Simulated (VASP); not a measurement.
# CdSe (F-43m) in VASP: settings compared

Aim: see how the results for CdSe move with the level of theory and the settings. Levels: PBE+D3(BJ), PBE+D4. Tasks: single point.

All numbers are computed with VASP 6.6.1; they aren't measurements. Logs are shortened: lines on timing, memory, paths and dates and some standing lists are left out, and cuts for length are marked.

### 1 The cell of the first run

The structure is cubic, space group F-43m (No. 216). The conventional cell has a = 6.058 Å, b = 6.058 Å, c = 6.058 Å, α = 90.00°, β = 90.00°, γ = 90.00°. Within 3.5 Å of Cd (site symmetry -43m) lie 4 Se at 2.62 Å. Within 3.5 Å of Se (site symmetry -43m) lie 4 Cd at 2.62 Å.

### 2 Single point, PBE+D3(BJ), collinear spin

INCAR

```
ALGO = Normal ; EDIFF = 1E-6
ENCUT = 520 ; GGA = PE
ISIF = 2 ; ISMEAR = -5
ISPIN = 2 ; IVDW = 12
LASPH = T ; LCHARG = T
LELF = T ; LORBIT = 11
LREAL = F ; LVHAR = T
LWAVE = F ; MAGMOM = 0.29 0
NBANDS = 20 ; NELM = 150
PREC = Accurate ; SIGMA = 0.05
```

KPOINTS

```
k-points
0
Gamma
  8 8 8
```

POSCAR

```
CdSe
1.0
    0.0000000000      3.0287759606      3.0287759606
    3.0287759606      0.0000000000      3.0287759606
    3.0287759606      3.0287759606      0.0000000000
Cd Se
1 1
Direct
    0.0000000000      0.0000000000      0.0000000000
    0.2500000000      0.2500000000      0.2500000000
```

Potentials or basis: VASP PAW PBE potentials, release 64 (Cd, Se).

Started as:

```sh
$ cat potpaw_PBE.64/Cd/POTCAR potpaw_PBE.64/Se/POTCAR > POTCAR
$ mpirun -np 1 vasp_std > vasp.out
```

OUTCAR:

```text
EDIFF = 1E-6
   ENCUT = 520
   GGA = PE
   ISIF = 2
   ISMEAR = -5
   ISPIN = 2
   IVDW = 12
   LASPH = T
   LORBIT = 11
   LREAL = F
   NELM = 150
   PREC = Accurate
 IVDW          = 12

 ion  position               nearest neighbor table
   1  0.000  0.000  0.000-   2 2.62   2 2.62   2 2.62   2 2.62
   2  0.250  0.250  0.250-   1 2.62   1 2.62   1 2.62   1 2.62

  LATTYP: Found a face centered cubic cell.
 ALAT       =     6.0575519212

  Lattice vectors:

 A1 = (   0.0000000000,   3.0287759606,   3.0287759606)
 A2 = (   3.0287759606,   0.0000000000,   3.0287759606)
 A3 = (   3.0287759606,   3.0287759606,   0.0000000000)

Analysis of symmetry for initial positions (statically):
=====================================================================
 Subroutine PRICEL returns:
 Original cell was already a primitive cell.

 Routine SETGRP: Setting up the symmetry group for a
 face centered cubic supercell.

 Subroutine GETGRP returns: Found 24 space group operations
 (whereof 24 operations were pure point group operations)
 out of a pool of 48 trial point group operations.

The static configuration has the point symmetry T_d .

Analysis of symmetry for dynamics (positions and initial velocities):
=====================================================================
 Subroutine PRICEL returns:
 Original cell was already a primitive cell.

 Routine SETGRP: Setting up the symmetry group for a
 face centered cubic supercell.

 Subroutine GETGRP returns: Found 24 space group operations
 (whereof 24 operations were pure point group operations)
 out of a pool of 48 trial point group operations.

The dynamic configuration has the point symmetry T_d .

Analysis of structural, dynamic, and magnetic symmetry:
=====================================================================
 Subroutine PRICEL returns:
 Original cell was already a primitive cell.

 Routine SETGRP: Setting up the symmetry group for a
 face centered cubic supercell.

 Subroutine GETGRP returns: Found 24 space group operations
 (whereof 24 operations were pure point group operations)
 out of a pool of 48 trial point group operations.

The overall configuration has the point symmetry T_d .

 Subroutine INISYM returns: Found 24 space group operations
 (whereof 24 operations are pure point group operations),
 and found     1 'primitive' translations

----------------------------------------------------------------------------------------

                                     Primitive cell

  volume of cell :      55.5689

  direct lattice vectors                    reciprocal lattice vectors
     0.000000000  3.028775961  3.028775961    -0.165083191  0.165083191  0.165083191
     3.028775961  0.000000000  3.028775961     0.165083191 -0.165083191  0.165083191
     3.028775961  3.028775961  0.000000000     0.165083191  0.165083191 -0.165083191

  length of vectors
     4.283336041  4.283336041  4.283336041     0.285932474  0.285932474  0.285932474

  position of ions in fractional coordinates (direct lattice)
     0.000000000  0.000000000  0.000000000
     0.250000000  0.250000000  0.250000000

  ion indices of the primitive-cell ions
   primitive index   ion index
                 1           1
                 2           2

----------------------------------------------------------------------------------------

 KPOINTS: k-points

Automatic generation of k-mesh.
 Grid dimensions read from file:
 generate k-points for:    8    8    8

 Generating k-lattice:

  Cartesian coordinates                     Fractional coordinates (reciprocal lattice)
    -0.020635399  0.020635399  0.020635399     0.125000000  0.000000000  0.000000000
     0.020635399 -0.020635399  0.020635399     0.000000000  0.125000000  0.000000000
     0.020635399  0.020635399 -0.020635399     0.000000000  0.000000000  0.125000000

  Length of vectors
     0.035741559  0.035741559  0.035741559

  Shift w.r.t. Gamma in fractional coordinates (k-lattice)
     0.000000000  0.000000000  0.000000000

 TETIRR: Found     76 inequivalent tetrahedra from     3072

 Subroutine IBZKPT returns following result:
 ===========================================

 Found     29 irreducible k-points:

 Following reciprocal coordinates:
            Coordinates               Weight
  0.000000  0.000000  0.000000      1.000000
  0.125000  0.000000  0.000000      8.000000
  0.250000  0.000000  0.000000      8.000000
  0.375000  0.000000  0.000000      8.000000
  0.500000  0.000000  0.000000      4.000000
  0.125000  0.125000  0.000000      6.000000
[... 16 lines left out ...]
  0.500000  0.250000  0.125000     48.000000
 -0.375000  0.250000  0.125000     24.000000
 [... further k-points ...]
   k-points           NKPTS =     29   k-points in BZ     NKDIM =     29   number of bands    NBANDS=     20
   number of dos      NEDOS =    301   number of ions     NIONS =      2
   total plane-waves  NPLWV =  32768
   dimension x,y,z NGX =    32 NGY =   32 NGZ =   32
   dimension x,y,z NGXF=    64 NGYF=   64 NGZF=   64
   ions per type =               1   1
   NGX,Y,Z   is equivalent  to a cutoff of  12.42, 12.42, 12.42 a.u.
   NGXF,Y,Z  is equivalent  to a cutoff of  24.84, 24.84, 24.84 a.u.
 SYSTEM =  unknown system
   PREC   = accura    normal or accurate (medium, high low for compatibility)
   ISTART =      0    job   : 0-new  1-cont  2-samecut
   ICHARG =      2    charge: 1-file 2-atom 10-const
   ISPIN  =      2    spin polarized calculation?
   LNONCOLLINEAR =      F non collinear calculations
   LSORBIT =      F    spin-orbit coupling
   LASPH  =      T    aspherical Exc in radial PAW
   ENCUT  =  520.0 eV  38.22 Ry    6.18 a.u.   7.96  7.96  7.96*2*pi/ulx,y,z
   NELM   =    150;   NELMIN=  2; NELMDL= -5     # of ELM steps
   EDIFF  = 0.1E-05   stopping-criterion for ELM
   LREAL  =      F    real-space projection
   EDIFFG = 0.1E-04   stopping-criterion for IOM
   NSW    =      0    number of steps for IOM
   IBRION =     -1    ionic relax: 0-MD 1-quasi-New 2-CG
   NFREE  =      0    steps in history (QN), initial steepest desc. (CG)
   ISIF   =      2    stress and relaxation
   ISYM   =      2    0-nonsym 1-usesym 2-fastsym
   POTIM  = 0.5000    time-step for ionic-motion
   TEBEG  =    0.0;   TEEND  =   0.0 temperature during run
   PSTRESS=    0.0 pullay stress
   NELECT =      18.0000    total number of electrons
   NUPDOWN=      -1.0000    fix difference up-down
   EMIN   =  10.00;   EMAX   =-10.00  energy-range for DOS
   EFERMI =   0.00;   METHOD = LEGACY
   ISMEAR =    -5;   SIGMA  =   0.05  broadening in eV -4-tet -1-fermi 0-gaus
   EFERMI_NEDOS =   21; number of points for ismear=-14 and -15
   IALGO  =     38    algorithm
   IMIX   =      4    mixing-type and parameters
     AMIX     =   0.40;   BMIX     =  1.00
     AMIX_MAG =   1.60;   BMIX_MAG =  1.00
  volume/ion in A,a.u.               =      27.78       187.50
  Fermi-wavevector in a.u.,A,eV,Ry     =   1.124316  2.124650 17.198951  1.264087
  Thomas-Fermi vector in A             =   2.260987
   LORBIT       =     11    0 simple, 1 ext, 2 COOP (PROOUT), +10 PAW based schemes
   GGA     = PE    functional components
   LHFCALC =     F    Hartree Fock is set to
   AEXX    =    0.0000 exact exchange contribution
   IVDW    =    12    specifies the selected vdW correction
   LEPSILON=     F    determine dielectric tensor
   LRPA    =     F    only Hartree local field effects (RPA)
 spin polarized calculation
 Fermi weights with tetrahedron method with Bloechl corrections
  energy-cutoff  :      520.00
  volume of cell :       55.57
 maximum number of plane-waves:      1524
   NGX = 15   NGY = 15   NGZ = 15

 number of electron      17.9999997 magnetization       0.0004288

 number of electron      17.9999997 magnetization      -0.0002740

 Free energy of the ion-electron system (eV)
  ---------------------------------------------------
  ext. energy  EPLUGINS =         0.00000000
  ---------------------------------------------------
  free energy    TOTEN  =        -5.45155819 eV

  energy without entropy =       -5.45155819  energy(sigma->0) =       -5.45155819

 E-fermi :   1.0543     XC(G=0):  -8.9421

 val. band max:        1.0404460322   @ k =   0.0000   0.0000   0.0000
 cond. band min:       1.6749015516   @ k =   0.0000   0.0000   0.0000
 fundamental gap:      0.6344555195
 Fermi energy:         1.0542542337

 spin component 1

 k-point     1 :       0.0000    0.0000    0.0000
  band No.  band energies     occupation
      1     -11.6235      1.00000
      2      -6.9359      1.00000
      3      -6.9359      1.00000
      4      -6.9359      1.00000
      5      -6.5478      1.00000
      6      -6.5478      1.00000
[... 12 lines left out ...]
     19      13.1760      0.00000
     20      15.4077      0.00000
[... 507 lines left out ...]
 k-point    24 :      -0.3750    0.2500    0.1250
  band No.  band energies     occupation
      1     -11.1803      1.00000
      2      -6.8015      1.00000
      3      -6.7756      1.00000
      4      -6.5685      1.00000
      5      -6.5310      1.00000
      6      -6.1532      1.00000
[... 12 lines left out ...]
     19      17.0350      0.00000
     20      18.7942      0.00000

 [... further k-points ...]

 spin component 2

 k-point     1 :       0.0000    0.0000    0.0000
  band No.  band energies     occupation
      1     -11.6236      1.00000
      2      -6.9367      1.00000
      3      -6.9367      1.00000
      4      -6.9367      1.00000
      5      -6.5486      1.00000
      6      -6.5486      1.00000
[... 12 lines left out ...]
     19      13.1760      0.00000
     20      15.4079      0.00000
[... 507 lines left out ...]
 k-point    24 :      -0.3750    0.2500    0.1250
  band No.  band energies     occupation
      1     -11.1805      1.00000
      2      -6.8023      1.00000
      3      -6.7764      1.00000
      4      -6.5693      1.00000
      5      -6.5318      1.00000
      6      -6.1540      1.00000
[... 12 lines left out ...]
     19      17.0349      0.00000
     20      18.7941      0.00000

 [... further k-points ...]

------------------------ aborting loop because EDIFF is reached ----------------------------------------

 Edisp (eV)   -0.64660

 E8    (eV) :    -0.2767

  FORCE on cell =-STRESS in cart. coord.  units (eV):
  Direction    XX          YY          ZZ          XY          YZ          ZX
  --------------------------------------------------------------------------------------
  -------------------------------------------------------------------------------------
  Total       0.60936     0.60936     0.60936     0.00000     0.00000     0.00000
  in kB      17.56934    17.56934    17.56934     0.00000     0.00000     0.00000
  external pressure =       17.57 kB  Pullay stress =        0.00 kB

 VOLUME and BASIS-vectors are now :
 -----------------------------------------------------------------------------
  energy-cutoff  :      520.00
  volume of cell :       55.57
      direct lattice vectors                 reciprocal lattice vectors
     0.000000000  3.028775961  3.028775961    -0.165083191  0.165083191  0.165083191
     3.028775961  0.000000000  3.028775961     0.165083191 -0.165083191  0.165083191
     3.028775961  3.028775961  0.000000000     0.165083191  0.165083191 -0.165083191

 POSITION                                       TOTAL-FORCE (eV/Angst)
 -----------------------------------------------------------------------------------
      0.00000      0.00000      0.00000        -0.000000     -0.000000     -0.000000
      1.51439      1.51439      1.51439         0.000000      0.000000      0.000000
 -----------------------------------------------------------------------------------
    total drift:                               -0.000000     -0.000000     -0.000000

  FREE ENERGIE OF THE ION-ELECTRON SYSTEM (eV)
  ---------------------------------------------------
  free  energy   TOTEN  =        -6.0981565021 eV

  energy  without entropy=       -6.0981565021  energy(sigma->0) =       -6.09815650

 total charge

# of ion       s       p       d       tot
------------------------------------------
    1        0.448   0.322   9.554  10.324
    2        1.443   2.403   0.023   3.870
--------------------------------------------------
tot          1.891   2.725   9.578  14.194

 magnetization (x)

# of ion       s       p       d       tot
------------------------------------------
    1       -0.000  -0.000  -0.000  -0.000
    2       -0.000  -0.000   0.000  -0.000
--------------------------------------------------
tot         -0.000  -0.000  -0.000  -0.000
```

It took 60 s on 1 thread of Intel Xeon 8259CL, shared host; peak memory 0.24 GiB.

What came out:

```yaml
Free_energy: -6.0982 eV
Pressure: 1.8 GPa
Band_gap_on_the_k_mesh: 0.63 eV
Net_moment: 0.00 μB per cell
Valence_electrons_inside_the_program's_atomic_spheres: Cd 10.32; Se 3.87
Dispersion_energy_per_atom: -0.323 eV
```

Levels at points of the mesh, in eV from the valence-band top:
Spin up:
```
           k point  band 6  band 7  band 8  band 9  band 10  band 11  band 12  band 13
(0.00, 0.00, 0.00)   -7.59    0.00    0.00    0.00     0.63     5.94     5.94     5.94
(0.50, 0.00, 0.00)   -7.28   -4.46   -0.77   -0.77     2.41     6.45     6.45     7.46
(0.50, 0.50, 0.00)   -7.22   -4.14   -1.90   -1.90     3.12     3.77     9.18    10.29
```
Spin down:
| k point | band 6 | band 7 | band 8 | band 9 | band 10 | band 11 | band 12 | band 13 |
| --- | --- | --- | --- | --- | --- | --- | --- | --- |
| (0.00, 0.00, 0.00) | -7.59 | 0.00 | 0.00 | 0.00 | 0.63 | 5.94 | 5.94 | 5.94 |
| (0.50, 0.00, 0.00) | -7.28 | -4.46 | -0.77 | -0.77 | 2.41 | 6.45 | 6.45 | 7.46 |
| (0.50, 0.50, 0.00) | -7.22 | -4.14 | -1.90 | -1.90 | 3.12 | 3.77 | 9.18 | 10.29 |

Caveat: three body term missing.

### 3 Single point, PBE+D4, collinear spin (27.78 Å³/atom)

INCAR

```
PREC = Accurate
ENCUT = 520
EDIFF = 1E-6
ISMEAR = -1
SIGMA = 0.05
LREAL = False
LASPH = True
NELM = 150
ALGO = Normal
ISIF = 2
LWAVE = False
LCHARG = False
ISPIN = 2
MAGMOM = 1 0
LORBIT = 11
NUPDOWN = 1.0
GGA = PE
IVDW = 13
NBANDS = 20
```

KPOINTS

```
Automatic mesh
0
Gamma
  8 8 8
```

POSCAR is that of step 2.

Potentials or basis: VASP PAW PBE potentials, release 64 (Cd, Se).

Started as:

```sh
$ cat potpaw_PBE.64/Cd/POTCAR potpaw_PBE.64/Se/POTCAR > POTCAR
$ mpirun -np 1 vasp_std > vasp.out
```

OUTCAR:

```text
PREC = Accurate
   ENCUT = 520
   EDIFF = 1E-6
   ISMEAR = -1
   LREAL = False
   LASPH = True
   NELM = 150
   ISIF = 2
   ISPIN = 2
   LORBIT = 11
   NUPDOWN = 1.0
   GGA = PE
   IVDW = 13

 ion  position               nearest neighbor table
   1  0.000  0.000  0.000-   2 2.62   2 2.62   2 2.62   2 2.62
   2  0.250  0.250  0.250-   1 2.62   1 2.62   1 2.62   1 2.62

  LATTYP: Found a face centered cubic cell.
 ALAT       =     6.0575519212

  Lattice vectors:

 A1 = (   0.0000000000,   3.0287759606,   3.0287759606)
 A2 = (   3.0287759606,   0.0000000000,   3.0287759606)
 A3 = (   3.0287759606,   3.0287759606,   0.0000000000)

Analysis of symmetry for initial positions (statically):
=====================================================================
 Subroutine PRICEL returns:
 Original cell was already a primitive cell.

 Routine SETGRP: Setting up the symmetry group for a
 face centered cubic supercell.

 Subroutine GETGRP returns: Found 24 space group operations
 (whereof 24 operations were pure point group operations)
 out of a pool of 48 trial point group operations.

The static configuration has the point symmetry T_d .

Analysis of symmetry for dynamics (positions and initial velocities):
=====================================================================
 Subroutine PRICEL returns:
 Original cell was already a primitive cell.

 Routine SETGRP: Setting up the symmetry group for a
 face centered cubic supercell.

 Subroutine GETGRP returns: Found 24 space group operations
 (whereof 24 operations were pure point group operations)
 out of a pool of 48 trial point group operations.

The dynamic configuration has the point symmetry T_d .

Analysis of structural, dynamic, and magnetic symmetry:
=====================================================================
 Subroutine PRICEL returns:
 Original cell was already a primitive cell.

 Routine SETGRP: Setting up the symmetry group for a
 face centered cubic supercell.
[... 146 lines left out ...]
  ext. energy  EPLUGINS =         0.00000000
  ---------------------------------------------------
  free energy    TOTEN  =        -3.72520159 eV

  energy without entropy =       -3.71306287  energy(sigma->0) =       -3.71913223

 E-fermi :   0.0836     XC(G=0):  -9.0553

 val. band max:        4.3111099351   @ k =   0.3750   0.2500   0.0000
 cond. band min:       0.1030469287   @ k =   0.3750   0.1250   0.0000
 fundamental gap:     -4.2080630064
 Fermi energy:         4.3568758843

 spin component 1

 k-point     1 :       0.0000    0.0000    0.0000
  band No.  band energies     occupation
      1     -12.1864      1.00000
      2      -7.0384      1.00000
      3      -7.0384      1.00000
      4      -7.0384      1.00000
      5      -6.6039      1.00000
      6      -6.6039      1.00000
[... 541 lines left out ...]
     19      16.6654      0.00000
     20      18.4056      0.00000

 [... further k-points ...]

 spin component 2

 k-point     1 :       0.0000    0.0000    0.0000
  band No.  band energies     occupation
      1     -11.7082      1.00000
      2      -6.9101      1.00000
      3      -6.9101      1.00000
      4      -6.9101      1.00000
      5      -6.5172      1.00000
      6      -6.5172      1.00000
[... 541 lines left out ...]
     19      17.0822      0.00000
     20      18.9027      0.00000

 [... further k-points ...]

------------------------ aborting loop because EDIFF is reached ----------------------------------------

  DFT-D4 for vdW energy calculation

  Edisp (eV):   -0.65568

  FORCE on cell =-STRESS in cart. coord.  units (eV):
  Direction    XX          YY          ZZ          XY          YZ          ZX
  --------------------------------------------------------------------------------------
  -------------------------------------------------------------------------------------
  Total       2.00126     2.00126     2.00126     0.00000     0.00000     0.00000
  in kB      57.70081    57.70081    57.70081     0.00000     0.00000     0.00000
  external pressure =       57.70 kB  Pullay stress =        0.00 kB

 VOLUME and BASIS-vectors are now :
 -----------------------------------------------------------------------------
  energy-cutoff  :      520.00
  volume of cell :       55.57
      direct lattice vectors                 reciprocal lattice vectors
     0.000000000  3.028775961  3.028775961    -0.165083191  0.165083191  0.165083191
     3.028775961  0.000000000  3.028775961     0.165083191 -0.165083191  0.165083191
     3.028775961  3.028775961  0.000000000     0.165083191  0.165083191 -0.165083191

 POSITION                                       TOTAL-FORCE (eV/Angst)
 -----------------------------------------------------------------------------------
      0.00000      0.00000      0.00000        -0.000000     -0.000000     -0.000000
      1.51439      1.51439      1.51439         0.000000      0.000000      0.000000
 -----------------------------------------------------------------------------------
    total drift:                               -0.000000     -0.000000     -0.000000

  FREE ENERGIE OF THE ION-ELECTRON SYSTEM (eV)
  ---------------------------------------------------
  free  energy   TOTEN  =        -4.3808799995 eV

  energy  without entropy=       -4.3687412755  energy(sigma->0) =       -4.37481064

 total charge

# of ion       s       p       d       tot
------------------------------------------
    1        0.519   0.310   9.517  10.346
    2        1.494   2.287   0.033   3.814
--------------------------------------------------
tot          2.013   2.597   9.550  14.160

 magnetization (x)

# of ion       s       p       d       tot
------------------------------------------
    1        0.084   0.044   0.040   0.168
    2        0.049   0.337   0.010   0.396
--------------------------------------------------
tot          0.133   0.381   0.050   0.564
```

It took 59 s on 1 thread of Intel Xeon 8259CL, shared host; peak memory 0.23 GiB.

What came out:

```
Free energy                                           : -4.3809 eV
Pressure                                              : 5.8 GPa
Net moment                                            : 1.00 μB per cell
Site moments                                          : Cd +0.17; Se +0.40 μB
Valence electrons inside the program's atomic spheres : Cd 10.35; Se 3.81
Dispersion energy per atom                            : -0.328 eV
```

Caveat: the cell stands under pressure; the total moment is fixed, so each spin has its own Fermi level.
